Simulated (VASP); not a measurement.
Write the native input for VASP 6.6.1 that does the following.

```yaml
Task: single point
Functional: r2SCAN
Dispersion: D3(BJ)
Potentials_or_basis: VASP PAW PBE potentials, release 64 (K_sv)
Cutoff: 520 eV
k_mesh: 5 × 5 × 5
Occupations: fermi-dirac, width 0.1 eV
Spin: no spin polarisation
Dipole_correction: no
Further_INCAR_settings: ALGO = Normal; EDIFF = 1e-07; NBANDS = 10
```

K:

```xyz
1
Lattice="-2.6106 2.6106 2.6106 2.6106 -2.6106 2.6106 2.6106 2.6106 -2.6106" Properties=species:S:1:pos:R:3 pbc="T T T"
K     0.0000    0.0000    0.0000
```

The input as run:

POSCAR

```
K
1.0
   -2.6105770000      2.6105770000      2.6105770000
    2.6105770000     -2.6105770000      2.6105770000
    2.6105770000      2.6105770000     -2.6105770000
K
1
Direct
    0.0000000000      0.0000000000      0.0000000000
```

INCAR.step1

```
SYSTEM = K
PREC     = Accurate       ! precision mode
ENCUT    = 520            ! plane-wave cutoff, eV
ISMEAR   = -1             ! smearing method
SIGMA    = 0.1            ! smearing width, eV
LREAL    = .False.        ! projectors in reciprocal space
LASPH    = .True.         ! aspherical terms in the spheres
NELM     = 60             ! most SCF steps
NBANDS   = 10             ! bands
GGA      = PE             ! functional
ALGO     = Normal         ! electronic algorithm
EDIFF    = 1E-4           ! SCF threshold, eV
LWAVE    = .True.         ! write WAVECAR
LCHARG   = .False.        ! write CHGCAR
```

INCAR.step2

```
SYSTEM = K
PREC     = Accurate       ! precision mode
ENCUT    = 520            ! plane-wave cutoff, eV
EDIFF    = 1E-7           ! SCF threshold, eV
ISMEAR   = -1             ! smearing method
SIGMA    = 0.1            ! smearing width, eV
LREAL    = .False.        ! projectors in reciprocal space
LASPH    = .True.         ! aspherical terms in the spheres
NELM     = 60             ! most SCF steps
ALGO     = Normal         ! electronic algorithm
ISIF     = 2              ! what is computed and relaxed
LWAVE    = .False.        ! write WAVECAR
LCHARG   = .True.         ! write CHGCAR
METAGGA  = R2SCAN         ! meta-GGA
LMIXTAU  = .True.       
IVDW     = 12             ! dispersion correction
VDW_S6   = 1.0          
VDW_S8   = 0.78981345   
VDW_A1   = 0.49484001   
VDW_A2   = 5.73083694   
LELF     = .True.         ! ELF
LVHAR    = .True.       
NBANDS   = 10             ! bands
ISTART   = 1
```

KPOINTS

```
Automatic mesh
0
Gamma
  5 5 5
  0 0 0
```

Potentials or basis: VASP PAW PBE potentials, release 64 (K_sv).

Run with:

```bash
$ cat potpaw_PBE.64/K_sv/POTCAR > POTCAR
$ cp INCAR.step1 INCAR
$ mpirun -np 1 vasp_std > vasp.out
$ cp INCAR.step2 INCAR
$ mpirun -np 1 vasp_std > vasp.out
```

Results of the run:

The pressure is 0.1 GPa and the dispersion energy per atom is -0.054 eV.

Caveat: the PAW data sets were made with another functional, which shifts forces and pressure a little; pairwise dispersion overbinds metals, which lowers pressure and volume.

Wall time 27 s on 1 thread of Intel(R) Xeon(R) 6975P-C (Granite Rapids), with other jobs on the host, peak memory 0.2 GiB.
